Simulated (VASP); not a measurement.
Set up this calculation in VASP 6.6.1, as the native input.

```yaml
Task: single point
Functional: PBEsol
Potentials_or_basis: VASP PAW PBE potentials, release 64 (Al, N)
Cutoff: 520 eV
k_mesh: 8 × 8 × 8
Occupations: gaussian, width 0.05 eV
Spin: no spin polarisation
Dipole_correction: no
Further_INCAR_settings: ALGO = Normal; EDIFF = 1e-06; NBANDS = 26
```

The structure of AlN lies in POSCAR:

```
AlN
1.0
   -3.1135599857      0.0000000000      0.0000000000
    0.0000000000      5.3928440876      0.0000000000
    1.5567799928     -2.6964220438     -4.9833504711
Al N
4 4
Direct
    1.0162006193      0.3373909551      0.9984850782
    0.5162006193      0.8373909551      0.9984850782
    0.2322844589      0.9110941231      0.4984850782
    0.7322844589      0.4110941231      0.4984850782
    0.7931096614      0.1519771472      0.6165193726
    0.2931096614      0.6519771472      0.6165193726
    0.0734097112      0.7145422254      0.1165193726
    0.5734097112      0.2145422254      0.1165193726
```

This cell differs from its parent crystal: atoms displaced along several vibrational modes.

These files were run (other wordings do the same):

INCAR

```
ALGO     = Normal         # electronic algorithm
EDIFF    = 1E-6           # SCF threshold, eV
ENCUT    = 520            # plane-wave cutoff, eV
GGA      = PS             # functional
ISIF     = 2              # what is computed and relaxed
ISMEAR   = 0              # smearing method
LASPH    = T              # aspherical terms in the spheres
LCHARG   = F              # write CHGCAR
LREAL    = F              # projectors in reciprocal space
LWAVE    = F              # write WAVECAR
NBANDS   = 26             # bands
NELM     = 100            # most SCF steps
PREC     = Accurate       # precision mode
SIGMA    = 0.05           # smearing width, eV
```

KPOINTS

```
k-points
0
Gamma
  8 8 8
```

Potentials or basis: VASP PAW PBE potentials, release 64 (Al, N).

The run is started by

```bash
$ cat potpaw_PBE.64/Al/POTCAR potpaw_PBE.64/N/POTCAR > POTCAR
$ mpirun -np 1 vasp_std > vasp.out
```

It gave:

```
Pressure               : 1.0 GPa
Largest force          : 1.446 eV/Å
Band gap on the k mesh : 4.06 eV
```

Caveat: the cell differs from its parent crystal (atoms displaced along several vibrational modes); the stress differs along the axes, from -6 to 8 GPa; the PAW data sets were made with another functional, which shifts forces and pressure a little.

Wall time 7.1 min on 1 thread of Intel Xeon 8259CL, on a shared host, peak memory 0.37 GiB.
